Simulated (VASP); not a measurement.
Input of a VASP 6.6.1 run:

File INCAR:

```
ALGO = Normal
EDIFF = 1E-7
EDIFFG = -0.01
ENCUT = 500
GGA = CA
GGA_COMPAT = False
IBRION = 2
ISIF = 3
ISMEAR = 1
LASPH = True
LCHARG = False
LREAL = False
LWAVE = False
NELM = 120
NELMIN = 4
NSW = 60
PREC = Accurate
SIGMA = 0.15
```

File KPOINTS:

```
k-points
0
Gamma
  5 5 5
```

POSCAR

```
SiI
1.0
    0.0000000000      3.0346160000      3.0346160000
    3.0346160000      0.0000000000      3.0346160000
    3.0346160000      3.0346160000      0.0000000000
Si I
1 1
Direct
    0.0000000000      0.0000000000      0.0000000000
    0.2500000000      0.2500000000      0.2500000000
```

Potentials or basis: VASP PAW LDA potentials, release 64 (Si, I).

Launch:

```console
$ cat potpaw_LDA.64/Si/POTCAR potpaw_LDA.64/I/POTCAR > POTCAR
$ mpirun -np 1 vasp_std > vasp.out
```

(1) What does it give for the space group after relaxing (to 0.1 Å)?

(2) Predict the relaxed volume.

Results:

(1) F-43m (No. 216).

(2) 37.88 Å³/atom.

Caveat: the volume moved by over 15 % at a fixed basis, so the end points are rough; an odd number of electrons without spin polarisation forces a metal; a magnetic or distorted state may lie lower.
